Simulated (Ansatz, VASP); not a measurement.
**Two plane-wave programs on Cu3N**

```
Cu N
1.0
     3.82729    0.00000    0.00000
     0.00000    3.82729    0.00000
     0.00000    0.00000    3.82729
Cu N
3 1
Direct
  0.50000 0.00000 0.00000
  0.00000 0.50000 0.00000
  0.00000 0.00000 0.50000
  0.00000 0.00000 0.00000
```

Alike in both runs: task relaxation of cell and atoms; functional PBE; dispersion D3(BJ); k mesh 10 × 10 × 10; occupations gaussian, width 0.01 eV; no spin polarisation.

|  | VASP | Ansatz |
| --- | --- | --- |
| version | VASP 6.6.1 | Ansatz 0.2.0 |
| potentials or method | VASP PAW PBE potentials, release 64 (Cu, N), cutoff 600 eV | scalar-relativistic, plane waves, PAW |
| valence electrons in the cell | 38 | 62 |

Ansatz gave:

| Item | Value |
| --- | --- |
| gap on the k mesh at the Fermi level, each at its own relaxed structure (eV) | 0.11 |
| relaxed volume (Å³/atom) | 13.53 |
| relaxed cell length with the largest relative difference (Å) | 3.783 |

Question: What did VASP give for the same quantities?

Answer: gap on the k mesh at the Fermi level, each at its own relaxed structure (eV): 0.14; relaxed volume (Å³/atom): 13.59; relaxed cell length with the largest relative difference (Å): 3.788.

VASP's potentials hold 38 valence electrons a cell and Ansatz's 62, so a difference there can come from the potentials and not from the codes.
